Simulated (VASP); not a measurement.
# CaF2 (Fm-3m) in VASP: further runs

CaF2 is run at these levels: LDA; tasks: dielectric tensor, phonons.

Program: VASP 6.6.1. These are calculated values, not measurements. Logs are shortened: lines on timing, memory, paths and dates and some standing lists are left out, and cuts for length are marked.

### Step 1. The cell of the first run

Symmetry: Fm-3m, No. 225, cubic system. The conventional cell has a = 5.361 Å, b = 5.361 Å, c = 5.361 Å, α = 90.00°, β = 90.00°, γ = 90.00°. Within 3.1 Å of Ca (site symmetry m-3m) lie 8 F at 2.32 Å. F (site symmetry -43m) has 4 Ca at 2.32 Å and 6 F at 2.68 Å within 3.1 Å.

### Step 2. Dielectric tensor, LDA

Input file INCAR:

```
PREC     = Accurate       # precision mode
ENCUT    = 600            # plane-wave cutoff, eV
EDIFF    = 1E-8           # SCF threshold, eV
ISMEAR   = 0              # smearing method
SIGMA    = 0.03           # smearing width, eV
LREAL    = False          # projectors in reciprocal space
LASPH    = True           # aspherical terms in the spheres
NELM     = 80             # most SCF steps
ALGO     = Normal         # electronic algorithm
ISIF     = 2              # what is computed and relaxed
LWAVE    = False          # write WAVECAR
LCHARG   = False          # write CHGCAR
LEPSILON = True           # dielectric tensor by DFPT
KPAR     = 2
```

Input file KPOINTS:

```
Automatic mesh
0
Monkhorst-Pack
  14 14 14
```

Input file POSCAR:

```
CaF2                                    
1.0
    0.0000000000      2.6806930696      2.6806930696
    2.6806930696     -0.0000000000      2.6806930696
    2.6806930696      2.6806930696      0.0000000000
  Ca              F             
     1     2
Direct
     0.0000000000000000    0.0000000000000000    0.0000000000000000
     0.2500000000000000    0.2500000000000000    0.2500000000000000
     0.7500000000000000    0.7500000000000000    0.7500000000000000
```

Potentials or basis: VASP PAW LDA potentials, release 64 (Ca_sv, F).

On the command line:

```console
$ cat potpaw_LDA.64/Ca_sv/POTCAR potpaw_LDA.64/F/POTCAR > POTCAR
$ mpirun -np 2 vasp_std > vasp.out
```

OUTCAR:

```text
PREC = Accurate
   ENCUT = 600
   EDIFF = 1E-8
   ISMEAR = 0
   LREAL = False
   LASPH = True
   NELM = 80
   ISIF = 2
   LEPSILON = True

 ion  position               nearest neighbor table
   1  0.000  0.000  0.000-   3 2.32   3 2.32   3 2.32   2 2.32   3 2.32   2 2.32   2 2.32   2 2.32

   2  0.250  0.250  0.250-   1 2.32   1 2.32   1 2.32   1 2.32
   3  0.750  0.750  0.750-   1 2.32   1 2.32   1 2.32   1 2.32

  LATTYP: Found a face centered cubic cell.
 ALAT       =     5.3613861392

  Lattice vectors:

 A1 = (   0.0000000000,   2.6806930696,   2.6806930696)
 A2 = (   2.6806930696,   0.0000000000,   2.6806930696)
 A3 = (   2.6806930696,   2.6806930696,   0.0000000000)

Analysis of symmetry for initial positions (statically):
=====================================================================
 Subroutine PRICEL returns:
 Original cell was already a primitive cell.

 Routine SETGRP: Setting up the symmetry group for a
 face centered cubic supercell.

 Subroutine GETGRP returns: Found 48 space group operations
 (whereof 48 operations were pure point group operations)
 out of a pool of 48 trial point group operations.

The static configuration has the point symmetry O_h .

Analysis of symmetry for dynamics (positions and initial velocities):
=====================================================================
 Subroutine PRICEL returns:
 Original cell was already a primitive cell.

 Routine SETGRP: Setting up the symmetry group for a
 face centered cubic supercell.

 Subroutine GETGRP returns: Found 48 space group operations
 (whereof 48 operations were pure point group operations)
 out of a pool of 48 trial point group operations.

The dynamic configuration has the point symmetry O_h .

 Subroutine INISYM returns: Found 48 space group operations
 (whereof 48 operations are pure point group operations),
 and found     1 'primitive' translations

----------------------------------------------------------------------------------------

                                     Primitive cell

  volume of cell :      38.5275

  direct lattice vectors                    reciprocal lattice vectors
     0.000000000  2.680693070  2.680693070    -0.186518929  0.186518929  0.186518929
     2.680693070  0.000000000  2.680693070     0.186518929 -0.186518929  0.186518929
     2.680693070  2.680693070  0.000000000     0.186518929  0.186518929 -0.186518929

  length of vectors
     3.791072496  3.791072496  3.791072496     0.323060261  0.323060261  0.323060261

  position of ions in fractional coordinates (direct lattice)
     0.000000000  0.000000000  0.000000000
     0.250000000  0.250000000  0.250000000
     0.750000000  0.750000000  0.750000000

  ion indices of the primitive-cell ions
   primitive index   ion index
                 1           1
                 2           2
                 3           3

----------------------------------------------------------------------------------------

 KPOINTS: Automatic mesh

Automatic generation of k-mesh.
 Grid dimensions read from file:
 generate k-points for:   14   14   14

 Generating k-lattice:

  Cartesian coordinates                     Fractional coordinates (reciprocal lattice)
    -0.013322781  0.013322781  0.013322781     0.071428571  0.000000000  0.000000000
     0.013322781 -0.013322781  0.013322781     0.000000000  0.071428571  0.000000000
[... 79 lines left out ...]
  volume/ion in A,a.u.               =      12.84        86.67
  Fermi-wavevector in a.u.,A,eV,Ry     =   1.398153  2.642127 26.597116  1.954833
  Thomas-Fermi vector in A             =   2.521339
   LORBIT       =      0    0 simple, 1 ext, 2 COOP (PROOUT), +10 PAW based schemes
   GGA     = CA    functional components
   LHFCALC =     F    Hartree Fock is set to
   AEXX    =    0.0000 exact exchange contribution
   IVDW    =     0    specifies the selected vdW correction
   LEPSILON=     T    determine dielectric tensor
   LRPA    =     F    only Hartree local field effects (RPA)
 non-spin polarized calculation
 Gauss-broadening in eV      SIGMA  =   0.03
  energy-cutoff  :      600.00
  volume of cell :       38.53
 maximum number of plane-waves:      1307
   NGX = 15   NGY = 15   NGZ = 15

--------------------------------------- Ionic step        1  -------------------------------------------

 number of electron      23.9999987 magnetization

 E-fermi :  -0.9356     XC(G=0): -10.6539

 val. band max:       -1.0593805205   @ k =  -0.4643  -0.4643   0.0357
 cond. band min:       6.2240353600   @ k =   0.0357   0.0357   0.0357
 fundamental gap:      7.2834158806
 Fermi energy:        -0.9355971180

 k-point     1 :       0.0357    0.0357    0.0357
  band No.  band energies     occupation
      1     -36.2249      2.00000
      2     -20.7251      2.00000
      3     -19.8142      2.00000
      4     -17.4660      2.00000
      5     -17.4660      2.00000
      6     -17.4583      2.00000
[... 433 lines left out ...]
      3     -20.1295      2.00000
      4     -17.5046      2.00000
      5     -17.4677      2.00000
      6     -17.0817      2.00000
[... 8 lines left out ...]
     15       8.5338      0.00000
     16       9.9446      0.00000

 [... further k-points ...]

  FORCE on cell =-STRESS in cart. coord.  units (eV):
  Direction    XX          YY          ZZ          XY          YZ          ZX
  --------------------------------------------------------------------------------------
  -------------------------------------------------------------------------------------
  Total       -0.3651968     -0.3651968     -0.3651968     -0.0000000      0.0000000      0.0000000
  in kB      -15.1868016    -15.1868016    -15.1868016     -0.0000000      0.0000000      0.0000000
  external PRESSURE =     -15.1868016 kB  Pullay stress =       0.0000000 kB

 VOLUME and BASIS-vectors are now :
 -----------------------------------------------------------------------------
  energy-cutoff  :      600.00
  volume of cell :       38.53
      direct lattice vectors                 reciprocal lattice vectors
     0.000000000  2.680693070  2.680693070    -0.186518929  0.186518929  0.186518929
     2.680693070  0.000000000  2.680693070     0.186518929 -0.186518929  0.186518929
     2.680693070  2.680693070  0.000000000     0.186518929  0.186518929 -0.186518929

 POSITION                                       TOTAL-FORCE (eV/Angst)
 -----------------------------------------------------------------------------------
      0.00000      0.00000      0.00000        -0.000000      0.000000     -0.000000
      1.34035      1.34035      1.34035         0.000000      0.000000     -0.000000
      4.02104      4.02104      4.02104        -0.000000     -0.000000      0.000000
 -----------------------------------------------------------------------------------
    total drift:                                0.000000     -0.000000      0.000000

  FREE ENERGIE OF THE ION-ELECTRON SYSTEM (eV)
  ---------------------------------------------------
  free  energy   TOTEN  =       -19.0107118023 eV

  energy  without entropy=      -19.0107118023  energy(sigma->0) =      -19.01071180

 HEAD OF MICROSCOPIC STATIC DIELECTRIC TENSOR (INDEPENDENT PARTICLE, excluding Hartree and local field effects)
 ------------------------------------------------------
           2.467730    -0.000000     0.000000
           0.000000     2.467730     0.000000
          -0.000000     0.000000     2.467730
 ------------------------------------------------------

 Free energy of the ion-electron system (eV)
  ---------------------------------------------------
  ---------------------------------------------------
  free energy    TOTEN  =        -0.15241578 eV

  energy without entropy =       -0.15241578

------------------------ aborting loop because EDIFF is reached ----------------------------------------

--------------------------------------- Ionic step        2  -------------------------------------------

------------------------ aborting loop because EDIFF is reached ----------------------------------------

--------------------------------------- Ionic step        3  -------------------------------------------

 Free energy of the ion-electron system (eV)
  ---------------------------------------------------
  ---------------------------------------------------
  free energy    TOTEN  =        -0.15241583 eV

  energy without entropy =       -0.15241583

------------------------ aborting loop because EDIFF is reached ----------------------------------------

 PIEZOELECTRIC TENSOR FIELD DIRECTION 3  (e Angst)
 -----------------------------------------------------------------------------
     0.00010  0.00000  0.00000           (  0.00000  0.00000  0.00000)
     0.00000  0.00010  0.00000           (  0.00000  0.00000  0.00000)
     0.00000 -0.00000 -0.00015           (  0.00000  0.00000 -0.00001)

 PIEZOELECTRIC TENSOR FIELD DIRECTION 3  (C/m^2)
 -----------------------------------------------------------------------------
     0.00004  0.00000  0.00000
     0.00000  0.00004  0.00000
     0.00000 -0.00000 -0.00006

 MACROSCOPIC STATIC DIELECTRIC TENSOR (including local field effects in DFT)
 ------------------------------------------------------
           2.349212    -0.000000    -0.000000
          -0.000000     2.349212    -0.000000
          -0.000000     0.000000     2.349212
 ------------------------------------------------------

 PIEZOELECTRIC TENSOR (including local field effects)  for field in x, y, z        (e  Angst)
          XX          YY          ZZ          XY          YZ          ZX
  --------------------------------------------------------------------------------
  x     0.00000     0.00000     0.00000     0.00000     0.00000     0.00000
  y     0.00000     0.00000     0.00000     0.00000     0.00000     0.00000
  z     0.00000     0.00000     0.00000     0.00000     0.00000     0.00000

 PIEZOELECTRIC TENSOR (including local field effects)  for field in x, y, z        (C/m^2)
          XX          YY          ZZ          XY          YZ          ZX
  --------------------------------------------------------------------------------
  x     0.00000     0.00000     0.00000     0.00000     0.00000     0.00000
  y     0.00000     0.00000     0.00000     0.00000     0.00000     0.00000
  z     0.00000     0.00000     0.00000     0.00000     0.00000     0.00000

 BORN EFFECTIVE CHARGES (including local field effects) (in |e|, cummulative output)
 ---------------------------------------------------------------------------------
 ion    1
    1     2.37326     0.00000     0.00000
    2     0.00000     2.37326     0.00000
    3     0.00000     0.00000     2.37326
 ion    2
    1    -1.18663     0.00000     0.00000
    2     0.00000    -1.18663     0.00000
    3     0.00000     0.00000    -1.18663
 ion    3
    1    -1.18663     0.00000     0.00000
    2     0.00000    -1.18663     0.00000
    3     0.00000     0.00000    -1.18663
```

Run time: 39 min. Hardware: 2 MPI ranks of Intel Xeon Platinum 8259CL at 2.50GHz (Skylake/Cascade Lake), shared host; peak memory 1.2 GiB.

Results:

```yaml
Electronic_dielectric_tensor_diagonal: 2.35
Born_charges_mean_of_the_diagonal: Ca +2.37; F -1.19 e
```

Electronic dielectric tensor:
```
2.35 0.00 0.00
0.00 2.35 0.00
0.00 0.00 2.35
```

Born effective charge tensors (e):
atom 1, Ca
```
2.37 0.00 0.00
0.00 2.37 0.00
0.00 0.00 2.37
```
atom 2, F
```
-1.19  0.00  0.00
 0.00 -1.19  0.00
 0.00  0.00 -1.19
```
atom 3, F
```
-1.19  0.00  0.00
 0.00 -1.19  0.00
 0.00  0.00 -1.19
```

(Part 1 of 2 ends here.)
